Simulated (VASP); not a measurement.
# NbAs (CsCl type) (Pm-3m) in VASP: further runs

The runs below take NbAs (CsCl type) through single point, with PBEsol.

Program: VASP 6.6.1. These are calculated values, not measurements. Logs are shortened: lines on timing, memory, paths and dates and some standing lists are left out, and cuts for length are marked.

## Step 1: The cell of the first run

Symmetry: Pm-3m, No. 221, cubic system. Conventional cell: a = 2.437 Å, b = 2.437 Å, c = 2.437 Å, α = 90.00°, β = 90.00°, γ = 90.00°. Nb (site symmetry m-3m) has 8 As at 2.11 Å and 6 Nb at 2.44 Å within 2.8 Å. Within 2.8 Å of As (site symmetry m-3m) lie 8 Nb at 2.11 Å and 6 As at 2.44 Å.

## Step 2: Single point, PBEsol (volume scaled by 0.45)

INCAR reads:

```
SYSTEM = NbAs
ALGO = Normal
EDIFF = 1E-6
ENCUT = 500
GGA = PS
GGA_COMPAT = .False.
ISIF = 2
ISMEAR = -1
LASPH = .True.
LCHARG = .False.
LREAL = .False.
LWAVE = .False.
NBANDS = 16
NELM = 120
PREC = Accurate
SIGMA = 0.1
```

KPOINTS reads:

```
k-points
0
Gamma
  13 13 13
  0 0 0
```

POSCAR reads:

```
NbAs
1.0
    2.4374547425      0.0000000000      0.0000000000
    0.0000000000      2.4374547425      0.0000000000
    0.0000000000      0.0000000000      2.4374547425
Nb As
1 1
Direct
    0.0000000000      0.0000000000      0.0000000000
    0.5000000000      0.5000000000      0.5000000000
```

Potentials or basis: VASP PAW PBE potentials, release 64 (Nb_sv, As).

Run with:

```bash
$ cat potpaw_PBE.64/Nb_sv/POTCAR potpaw_PBE.64/As/POTCAR > POTCAR
$ mpirun -np 1 vasp_std > vasp.out
```

OUTCAR:

```text
SYSTEM = NbAs
   EDIFF = 1E-6
   ENCUT = 500
   GGA = PS
   ISIF = 2
   ISMEAR = -1
   LASPH = .True.
   LREAL = .False.
   NELM = 120
   PREC = Accurate

 ion  position               nearest neighbor table
   1  0.000  0.000  0.000-   2 2.11   2 2.11   2 2.11   2 2.11   2 2.11   2 2.11   2 2.11   2 2.11

   2  0.500  0.500  0.500-   1 2.11   1 2.11   1 2.11   1 2.11   1 2.11   1 2.11   1 2.11   1 2.11

  LATTYP: Found a simple cubic cell.
 ALAT       =     2.4374547425

  Lattice vectors:

 A1 = (   2.4374547425,   0.0000000000,   0.0000000000)
 A2 = (   0.0000000000,   2.4374547425,   0.0000000000)
 A3 = (   0.0000000000,   0.0000000000,   2.4374547425)

Analysis of symmetry for initial positions (statically):
=====================================================================
 Subroutine PRICEL returns:
 Original cell was already a primitive cell.

 Routine SETGRP: Setting up the symmetry group for a
 simple cubic supercell.

 Subroutine GETGRP returns: Found 48 space group operations
[... 9 lines left out ...]

 Routine SETGRP: Setting up the symmetry group for a
 simple cubic supercell.

 Subroutine GETGRP returns: Found 48 space group operations
[... 11 lines left out ...]
                                     Primitive cell

  volume of cell :      14.4814

  direct lattice vectors                    reciprocal lattice vectors
     2.437454742  0.000000000  0.000000000     0.410264028  0.000000000  0.000000000
     0.000000000  2.437454742  0.000000000     0.000000000  0.410264028  0.000000000
     0.000000000  0.000000000  2.437454742     0.000000000  0.000000000  0.410264028

  length of vectors
     2.437454742  2.437454742  2.437454742     0.410264028  0.410264028  0.410264028

  position of ions in fractional coordinates (direct lattice)
     0.000000000  0.000000000  0.000000000
     0.500000000  0.500000000  0.500000000

  ion indices of the primitive-cell ions
   primitive index   ion index
                 1           1
                 2           2

----------------------------------------------------------------------------------------

 KPOINTS: k-points

Automatic generation of k-mesh.
 Grid dimensions read from file:
 generate k-points for:   13   13   13

 Generating k-lattice:

  Cartesian coordinates                     Fractional coordinates (reciprocal lattice)
     0.031558771  0.000000000  0.000000000     0.076923077  0.000000000  0.000000000
     0.000000000  0.031558771  0.000000000     0.000000000  0.076923077  0.000000000
     0.000000000  0.000000000  0.031558771     0.000000000  0.000000000  0.076923077
[... 50 lines left out ...]
   ICHARG =      2    charge: 1-file 2-atom 10-const
   ISPIN  =      1    spin polarized calculation?
   LNONCOLLINEAR =      F non collinear calculations
   LSORBIT =      F    spin-orbit coupling
   LASPH  =      T    aspherical Exc in radial PAW
   ENCUT  =  500.0 eV  36.75 Ry    6.06 a.u.   4.44  4.44  4.44*2*pi/ulx,y,z
   NELM   =    120;   NELMIN=  2; NELMDL= -5     # of ELM steps
   EDIFF  = 0.1E-05   stopping-criterion for ELM
   LREAL  =      F    real-space projection
   EDIFFG = 0.1E-04   stopping-criterion for IOM
   NSW    =      0    number of steps for IOM
   IBRION =     -1    ionic relax: 0-MD 1-quasi-New 2-CG
   NFREE  =      0    steps in history (QN), initial steepest desc. (CG)
   ISIF   =      2    stress and relaxation
   ISYM   =      2    0-nonsym 1-usesym 2-fastsym
   POTIM  = 0.5000    time-step for ionic-motion
   TEBEG  =    0.0;   TEEND  =   0.0 temperature during run
   PSTRESS=    0.0 pullay stress
   NELECT =      18.0000    total number of electrons
   NUPDOWN=      -1.0000    fix difference up-down
   EMIN   =  10.00;   EMAX   =-10.00  energy-range for DOS
   EFERMI =   0.00;   METHOD = LEGACY
   ISMEAR =    -1;   SIGMA  =   0.10  broadening in eV -4-tet -1-fermi 0-gaus
   EFERMI_NEDOS =   21; number of points for ismear=-14 and -15
   IALGO  =     38    algorithm
   IMIX   =      4    mixing-type and parameters
     AMIX     =   0.40;   BMIX     =  1.00
     AMIX_MAG =   1.60;   BMIX_MAG =  1.00
  volume/ion in A,a.u.               =       7.24        48.86
  Fermi-wavevector in a.u.,A,eV,Ry     =   1.760202  3.326299 42.155068  3.098310
  Thomas-Fermi vector in A             =   2.829014
   LORBIT       =      0    0 simple, 1 ext, 2 COOP (PROOUT), +10 PAW based schemes
   GGA     = PS    functional components
   LHFCALC =     F    Hartree Fock is set to
   AEXX    =    0.0000 exact exchange contribution
   IVDW    =     0    specifies the selected vdW correction
   LEPSILON=     F    determine dielectric tensor
   LRPA    =     F    only Hartree local field effects (RPA)
 non-spin polarized calculation
  energy-cutoff  :      500.00
  volume of cell :       14.48
 maximum number of plane-waves:       380
 NGX is ok and might be reduce to    18
   NGX =  9   NGY =  9   NGZ =  9

 number of electron      17.9999999 magnetization

 Free energy of the ion-electron system (eV)
  ---------------------------------------------------
  ext. energy  EPLUGINS =         0.00000000
  ---------------------------------------------------
  free energy    TOTEN  =         4.87472312 eV

  energy without entropy =        4.90636063  energy(sigma->0) =        4.89054187

 E-fermi :  26.6302     XC(G=0): -16.8587

 val. band max:       26.6148209600   @ k =   0.3846   0.3077   0.0769
 cond. band min:      26.6834988570   @ k =   0.4615   0.3077   0.0769
 fundamental gap:      0.0686778970
 Fermi energy:        26.6301721347

 k-point     1 :       0.0000    0.0000    0.0000
  band No.  band energies     occupation
      1     -29.5802      2.00000
      2      -4.1627      2.00000
      3      -4.1627      2.00000
      4      -4.1627      2.00000
      5       7.3666      2.00000
      6      17.5765      2.00000
[... 433 lines left out ...]
      3      -6.8187      2.00000
      4      -3.1936      2.00000
      5      10.7379      2.00000
      6      17.4641      2.00000
[... 8 lines left out ...]
     15      42.4131      0.00000
     16      47.1234      0.00000

 [... further k-points ...]
[... 5 lines left out ...]
  --------------------------------------------------------------------------------------
  -------------------------------------------------------------------------------------
  Total       71.3329120     71.3329120     71.3329120     -0.0000000     -0.0000000      0.0000000
  in kB     7892.0686433   7892.0686433   7892.0686433     -0.0000000     -0.0000000      0.0000000
  external PRESSURE =    7892.0686433 kB  Pullay stress =       0.0000000 kB

 VOLUME and BASIS-vectors are now :
 -----------------------------------------------------------------------------
  energy-cutoff  :      500.00
  volume of cell :       14.48
      direct lattice vectors                 reciprocal lattice vectors
     2.437454742  0.000000000  0.000000000     0.410264028  0.000000000  0.000000000
     0.000000000  2.437454742  0.000000000     0.000000000  0.410264028  0.000000000
     0.000000000  0.000000000  2.437454742     0.000000000  0.000000000  0.410264028

 POSITION                                       TOTAL-FORCE (eV/Angst)
 -----------------------------------------------------------------------------------
      0.00000      0.00000      0.00000         0.000000      0.000000      0.000000
      1.21873      1.21873      1.21873         0.000000      0.000000      0.000000
 -----------------------------------------------------------------------------------
    total drift:                                0.000000     -0.000000     -0.000000

  FREE ENERGIE OF THE ION-ELECTRON SYSTEM (eV)
  ---------------------------------------------------
  free  energy   TOTEN  =         4.8747231167 eV

  energy  without entropy=        4.9063606317  energy(sigma->0) =        4.89054187
```

stdout:

```text
POSCAR found type information on POSCAR NbAs
 POSCAR found :  2 types and       2 ions
 scaLAPACK will be used
 -----------------------------------------------------------------------------
|                                                                             |
|                                                                             |
|     You enforced a specific xc type in the INCAR file but a different       |
|     I HOPE YOU KNOW WHAT YOU ARE DOING!                                     |
|                                                                             |
 -----------------------------------------------------------------------------

 LDA part: xc-table for (Slater+PW92), standard interpolation
 POSCAR, INCAR and KPOINTS ok, starting setup
 FFT: planning ... GRIDC
 FFT: planning ... GRID_SOFT
 FFT: planning ... GRID
 WAVECAR not read
 entering main loop
```

Wall time 11 s (1 thread of Intel Xeon 6975P-C (Granite Rapids), shared host); peak memory 0.13 GiB.

The run converged, but its numbers aren't listed here, since they failed a check.

Caveat: the PAW data sets were made with another functional, which shifts forces and pressure a little.

## Step 3: Single point, PBEsol (volume scaled by 0.55)

INCAR reads:

```
PREC = Accurate
ENCUT = 500
EDIFF = 1E-6
ISMEAR = -1
SIGMA = 0.1
LREAL = False
LASPH = True
NELM = 120
ALGO = Normal
ISIF = 2
LWAVE = False
LCHARG = False
GGA = PS
NBANDS = 16
GGA_COMPAT = False
```

KPOINTS reads:

```
Automatic mesh
0
Gamma
  13 13 13
```

POSCAR reads:

```
NbAs
1.0
    2.6060732548      0.0000000000      0.0000000000
    0.0000000000      2.6060732548      0.0000000000
    0.0000000000      0.0000000000      2.6060732548
Nb As
1 1
Direct
    0.0000000000      0.0000000000      0.0000000000
    0.5000000000      0.5000000000      0.5000000000
```

Potentials or basis: VASP PAW PBE potentials, release 64 (Nb_sv, As).

Run with:

```bash
$ cat potpaw_PBE.64/Nb_sv/POTCAR potpaw_PBE.64/As/POTCAR > POTCAR
$ mpirun -np 1 vasp_std > vasp.out
```

OUTCAR:

```text
PREC = Accurate
   ENCUT = 500
   EDIFF = 1E-6
   ISMEAR = -1
   LREAL = False
   LASPH = True
   NELM = 120
   ISIF = 2
   GGA = PS

 ion  position               nearest neighbor table
   1  0.000  0.000  0.000-   2 2.26   2 2.26   2 2.26   2 2.26   2 2.26   2 2.26   2 2.26   2 2.26

   2  0.500  0.500  0.500-   1 2.26   1 2.26   1 2.26   1 2.26   1 2.26   1 2.26   1 2.26   1 2.26

  LATTYP: Found a simple cubic cell.
 ALAT       =     2.6060732548

  Lattice vectors:
[... 192 lines left out ...]
      5       3.4355      2.00000
      6      14.6939      2.00000
[... 433 lines left out ...]
      3     -10.3526      2.00000
      4      -8.2419      2.00000
      5       7.1191      2.00000
      6      13.3519      2.00000
[... 8 lines left out ...]
     15      35.5176      0.00000
     16      40.1505      0.00000

 [... further k-points ...]
[... 5 lines left out ...]
  --------------------------------------------------------------------------------------
  -------------------------------------------------------------------------------------
  Total       43.4050754     43.4050754     43.4050754      0.0000000     -0.0000000      0.0000000
  in kB     3929.0833338   3929.0833338   3929.0833338      0.0000000     -0.0000000      0.0000000
  external PRESSURE =    3929.0833338 kB  Pullay stress =       0.0000000 kB

 VOLUME and BASIS-vectors are now :
 -----------------------------------------------------------------------------
  energy-cutoff  :      500.00
  volume of cell :       17.70
      direct lattice vectors                 reciprocal lattice vectors
     2.606073255  0.000000000  0.000000000     0.383719068  0.000000000  0.000000000
     0.000000000  2.606073255  0.000000000     0.000000000  0.383719068  0.000000000
     0.000000000  0.000000000  2.606073255     0.000000000  0.000000000  0.383719068

 POSITION                                       TOTAL-FORCE (eV/Angst)
 -----------------------------------------------------------------------------------
      0.00000      0.00000      0.00000         0.000000      0.000000      0.000000
      1.30304      1.30304      1.30304         0.000000      0.000000      0.000000
 -----------------------------------------------------------------------------------
    total drift:                                0.000000      0.000000      0.000000

  FREE ENERGIE OF THE ION-ELECTRON SYSTEM (eV)
  ---------------------------------------------------
  free  energy   TOTEN  =        -6.4995642506 eV

  energy  without entropy=       -6.4655079649  energy(sigma->0) =       -6.48253611
```

stdout:

```text
POSCAR found type information on POSCAR NbAs
 POSCAR found :  2 types and       2 ions
 scaLAPACK will be used
 -----------------------------------------------------------------------------
|                                                                             |
|                                                                             |
|     You enforced a specific xc type in the INCAR file but a different       |
|     I HOPE YOU KNOW WHAT YOU ARE DOING!                                     |
|                                                                             |
 -----------------------------------------------------------------------------

 LDA part: xc-table for (Slater+PW92), standard interpolation
 POSCAR, INCAR and KPOINTS ok, starting setup
 FFT: planning ... GRIDC
 FFT: planning ... GRID_SOFT
 FFT: planning ... GRID
 WAVECAR not read
 entering main loop
```

Wall time 11 s (1 thread of Intel Xeon 6975P-C (Granite Rapids), shared host); peak memory 0.14 GiB.

Results:

- Free energy: -6.4996 eV
- Pressure: 392.9 GPa
- Band gap on the k mesh: zero (band 9 reaches 28.11 eV, above the bottom of band 10 at 20.03 eV)

Levels at points of the mesh, in eV from the Fermi level:
| k point | band 7 | band 8 | band 9 | band 10 | band 11 | band 12 |
| --- | --- | --- | --- | --- | --- | --- |
| (0.00, 0.00, 0.00) | -6.95 | 2.19 | 2.19 | 2.19 | 3.28 | 3.28 |

Caveat: the PAW data sets were made with another functional, which shifts forces and pressure a little.

## Step 4: Single point, PBEsol (volume scaled by 0.65)

INCAR reads:

```
SYSTEM = NbAs
PREC     = Accurate       ! precision mode
ENCUT    = 500            ! plane-wave cutoff, eV
EDIFF    = 1E-6           ! SCF threshold, eV
ISMEAR   = -1             ! smearing method
SIGMA    = 0.1            ! smearing width, eV
LREAL    = .False.        ! projectors in reciprocal space
LASPH    = .True.         ! aspherical terms in the spheres
NELM     = 120            ! most SCF steps
ALGO     = Normal         ! electronic algorithm
ISIF     = 2              ! what is computed and relaxed
LWAVE    = .False.        ! write WAVECAR
LCHARG   = .False.        ! write CHGCAR
GGA      = PS             ! functional
NBANDS   = 16             ! bands
GGA_COMPAT= .False.
```

KPOINTS reads:

```
Automatic mesh
0
Gamma
  13 13 13
  0 0 0
```

POSCAR reads:

```
NbAs
1.0
    2.7553081382      0.0000000000      0.0000000000
    0.0000000000      2.7553081382      0.0000000000
    0.0000000000      0.0000000000      2.7553081382
Nb As
1 1
Direct
    0.0000000000      0.0000000000      0.0000000000
    0.5000000000      0.5000000000      0.5000000000
```

Run with:

```bash
$ cat potpaw_PBE.64/Nb_sv/POTCAR potpaw_PBE.64/As/POTCAR > POTCAR
$ mpirun -np 1 vasp_std > vasp.out
```

Run time: 13 s. Hardware: 1 thread of Intel Xeon 6975P-C (Granite Rapids), shared host; peak memory 0.14 GiB.

It converged, with:

```yaml
Free_energy: -12.2518 eV
Pressure: 200.3 GPa
Band_gap_on_the_k_mesh: zero (band 9 reaches 23.23 eV, above the bottom of band 10 at 16.95 eV)
```

Levels at points of the mesh, in eV from the Fermi level:
```csv
k point,band 5,band 6,band 7,band 8,band 9,band 10,band 11,band 12,band 13,band 14
"(0.00, 0.00, 0.00)",-17.08,-5.55,-5.55,1.41,1.41,1.41,2.83,2.83,2.83,13.13
```

Caveat: the PAW data sets were made with another functional, which shifts forces and pressure a little.
